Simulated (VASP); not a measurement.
Wanted: the native input for a VASP 6.6.1 run.

| Property | Result |
| --- | --- |
| Task | single point |
| Functional | r2SCAN |
| Potentials or basis | VASP PAW PBE potentials, release 64 (Cd) |
| Cutoff | 520 eV |
| k mesh | 18 × 18 × 18 |
| Occupations | gaussian, width 0.15 eV |
| Spin | no spin polarisation |
| Dipole correction | no |
| Further INCAR settings | ALGO = Normal; EDIFF = 1e-07; NBANDS = 12 |

The system is Cd.

```
Cd
1.0
    -1.74864    1.74864    1.78432
     1.74864   -1.74864    1.78432
     1.74864    1.74864   -1.78432
Cd
1
Direct
  0.00000 0.00000 0.00000
```

This cell differs from its parent crystal: strain -0.0200 x Voigt [1, 1, 0, 0, 0, 0].

These files were run (other wordings do the same):

POSCAR

```
Cd
1.0
   -1.7486355600      1.7486355600      1.7843220000
    1.7486355600     -1.7486355600      1.7843220000
    1.7486355600      1.7486355600     -1.7843220000
Cd
1
Direct
    0.0000000000      0.0000000000      0.0000000000
```

INCAR.step1

```
SYSTEM = Cd
PREC     = Accurate       ! precision mode
ENCUT    = 520            ! plane-wave cutoff, eV
ISMEAR   = 0              ! smearing method
SIGMA    = 0.15           ! smearing width, eV
LREAL    = .FALSE.        ! projectors in reciprocal space
LASPH    = .TRUE.         ! aspherical terms in the spheres
NELM     = 100            ! most SCF steps
NBANDS   = 12             ! bands
GGA      = PE             ! functional
ALGO     = Normal         ! electronic algorithm
EDIFF    = 1E-4           ! SCF threshold, eV
LWAVE    = .TRUE.         ! write WAVECAR
LCHARG   = .FALSE.        ! write CHGCAR
```

INCAR.step2

```
SYSTEM = Cd
PREC     = Accurate       ! precision mode
ENCUT    = 520            ! plane-wave cutoff, eV
EDIFF    = 1E-7           ! SCF threshold, eV
ISMEAR   = 0              ! smearing method
SIGMA    = 0.15           ! smearing width, eV
LREAL    = .FALSE.        ! projectors in reciprocal space
LASPH    = .TRUE.         ! aspherical terms in the spheres
NELM     = 100            ! most SCF steps
ALGO     = Normal         ! electronic algorithm
ISIF     = 2              ! what is computed and relaxed
LWAVE    = .FALSE.        ! write WAVECAR
LCHARG   = .FALSE.        ! write CHGCAR
METAGGA  = R2SCAN         ! meta-GGA
LMIXTAU  = .TRUE.       
NBANDS   = 12             ! bands
ISTART   = 1
```

KPOINTS

```
Automatic mesh
0
G
  18 18 18
  0 0 0
```

Potentials or basis: VASP PAW PBE potentials, release 64 (Cd).

Run with:

```bash
$ cat potpaw_PBE.64/Cd/POTCAR > POTCAR
$ cp INCAR.step1 INCAR
$ mpirun -np 1 vasp_std > vasp.out
$ cp INCAR.step2 INCAR
$ mpirun -np 1 vasp_std > vasp.out
```

Results of the run:

| Quantity | Value |
| --- | --- |
| Pressure | 0.9 GPa |
| Band gap on the k mesh | zero (bands 6 and 7 overlap by 4.23 eV) |

Caveat: the cell differs from its parent crystal (strain -0.0200 x Voigt [1, 1, 0, 0, 0, 0]); the PAW data sets were made with another functional, which shifts forces and pressure a little.

Wall time 89 s on 1 thread of Intel(R) Xeon(R) 6975P-C (Granite Rapids), with other jobs on the host, peak memory 0.24 GiB.
